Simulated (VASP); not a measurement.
Set up this calculation in VASP 6.6.1, as the native input.

```yaml
Task: single point
Functional: PBEsol
Potentials_or_basis: VASP PAW PBE potentials, release 64 (Si, C)
Cutoff: 520 eV
k_mesh: 12 × 12 × 12
Occupations: gaussian, width 0.05 eV
Spin: no spin polarisation
Dipole_correction: no
Further_INCAR_settings: ALGO = Normal; EDIFF = 1e-06; NBANDS = 11
```

The structure of SiC lies in POSCAR:

```
SiC
1.0
    0.0000000000      2.1389293512      2.2458758187
    2.1389293512      0.0000000000      2.2458758187
    2.1389293512      2.1389293512      0.0000000000
Si C
1 1
Direct
    0.0000000000      0.0000000000      0.0000000000
    0.7500000000      0.7500000000      0.7500000000
```

This cell differs from its parent crystal: ratio of the length along z to the lengths across it x 1.05, volume and fractional coordinates fixed.

These files were run (other wordings do the same):

INCAR

```
SYSTEM = SiC
PREC = Accurate
ENCUT = 520
EDIFF = 1E-6
ISMEAR = 0
SIGMA = 0.05
LREAL = .FALSE.
LASPH = .TRUE.
NELM = 100
ALGO = Normal
ISIF = 2
LWAVE = .FALSE.
LCHARG = .FALSE.
GGA = PS
NBANDS = 11
```

KPOINTS

```
regular mesh
0
G
  12 12 12
  0 0 0
```

Potentials or basis: VASP PAW PBE potentials, release 64 (Si, C).

Launch:

```console
$ cat potpaw_PBE.64/Si/POTCAR potpaw_PBE.64/C/POTCAR > POTCAR
$ mpirun -np 1 vasp_std > vasp.out
```

It gave:

```json
{"Pressure": "1.6 GPa", "Band gap on the k mesh": "0.97 eV, indirect (least direct gap 4.40 eV)"}
```

Caveat: the PAW data sets were made with another functional, which shifts forces and pressure a little.

Wall time 12 s on 1 thread of Intel(R) Xeon(R) 6975P-C (Granite Rapids), with other jobs on the host, peak memory 0.15 GiB.
